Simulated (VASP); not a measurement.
A run of VASP 6.6.1:

INCAR

```
ALGO     = Normal         # electronic algorithm
EDIFF    = 1E-7           # SCF threshold, eV
ENCUT    = 520            # plane-wave cutoff, eV
GGA      = PS             # functional
ISIF     = 2              # what is computed and relaxed
ISMEAR   = 0              # smearing method
LASPH    = True           # aspherical terms in the spheres
LCHARG   = False          # write CHGCAR
LREAL    = False          # projectors in reciprocal space
LWAVE    = False          # write WAVECAR
NBANDS   = 26             # bands
NELM     = 80             # most SCF steps
PREC     = Accurate       # precision mode
SIGMA    = 0.05           # smearing width, eV
```

File KPOINTS:

```
k-points
0
Gamma
  9 9 6
```

Contents of POSCAR:

```
ZnO
1.0
    3.1754479730      0.0000000000      0.0000000000
   -1.5877239865      2.7500186130      0.0000000000
    0.0000000000      0.0000000000      5.3992141884
Zn O
2 2
Direct
    0.3333333333      0.6666666667      0.0015754469
    0.6666666667      0.3333333333      0.5015754469
    0.3333333333      0.6666666667      0.3805245531
    0.6666666667      0.3333333333      0.8805245531
```

Potentials or basis: VASP PAW PBE potentials, release 64 (Zn, O).

Launch:

```sh
$ cat potpaw_PBE.64/Zn/POTCAR potpaw_PBE.64/O/POTCAR > POTCAR
$ mpirun -np 1 vasp_std > vasp.out
```

Hardware: 1 thread of AMD EPYC 7R43 64-Core Processor (Zen 3) (shared host).

Task: Estimate the wall time of this run.

Result: It took 52 s on 1 thread of AMD EPYC 7R43 64-Core Processor (Zen 3), on a shared host, peak memory 0.15 GiB. Counts: scf iterations 16, k points 48.
